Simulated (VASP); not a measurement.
Write the native input for VASP 6.6.1 that does the following.

| Item | Value |
| --- | --- |
| Task | single point |
| Functional | PBEsol |
| Potentials or basis | VASP PAW PBE potentials, release 64 (Al, N) |
| Cutoff | 520 eV |
| k mesh | 10 × 10 × 10 |
| Occupations | gaussian, width 0.05 eV |
| Spin | no spin polarisation |
| Dipole correction | no |
| Further INCAR settings | ALGO = Normal; EDIFF = 1e-07; NBANDS = 11 |

The structure of AlN lies in POSCAR:

```
AlN
1.0
    0.0000000000      2.0345180000      2.0345180000
    2.0345180000      0.0000000000      2.0345180000
    2.0345180000      2.0345180000      0.0000000000
Al N
1 1
Direct
    0.4846400966      0.4846400966      0.5153599034
    0.0000000000      0.0000000000      0.0000000000
```

This cell differs from its parent crystal: all Al atoms moved +0.062 Å, as atom 1 towards its neighbour atom 2 (N) at 2.035 Å.

These files were run (other wordings do the same):

INCAR

```
ALGO     = Normal         # electronic algorithm
EDIFF    = 1E-7           # SCF threshold, eV
ENCUT    = 520            # plane-wave cutoff, eV
GGA      = PS             # functional
ISIF     = 2              # what is computed and relaxed
ISMEAR   = 0              # smearing method
LASPH    = T              # aspherical terms in the spheres
LCHARG   = T              # write CHGCAR
LELF     = T              # ELF
LREAL    = F              # projectors in reciprocal space
LVHAR    = T            
LWAVE    = F              # write WAVECAR
NBANDS   = 11             # bands
NELM     = 100            # most SCF steps
PREC     = Accurate       # precision mode
SIGMA    = 0.05           # smearing width, eV
```

KPOINTS

```
k-points
0
Gamma
  10 10 10
```

Potentials or basis: VASP PAW PBE potentials, release 64 (Al, N).

Run with:

```sh
$ cat potpaw_PBE.64/Al/POTCAR potpaw_PBE.64/N/POTCAR > POTCAR
$ mpirun -np 1 vasp_std > vasp.out
```

It gave:

- Pressure: -4.0 GPa
- Largest force: 0.431 eV/Å
- Band gap on the k mesh: 4.36 eV, indirect (least direct gap 5.39 eV)

Caveat: the cell differs from its parent crystal (all Al atoms moved +0.062 Å, as atom 1 towards its neighbour atom 2 (N) at 2.035 Å); the PAW data sets were made with another functional, which shifts forces and pressure a little.

Run time: 20 s on 1 thread of Intel(R) Xeon(R) Platinum 8175M CPU @ 2.50GHz (Skylake/Cascade Lake), with other jobs on the host, peak memory 0.14 GiB.
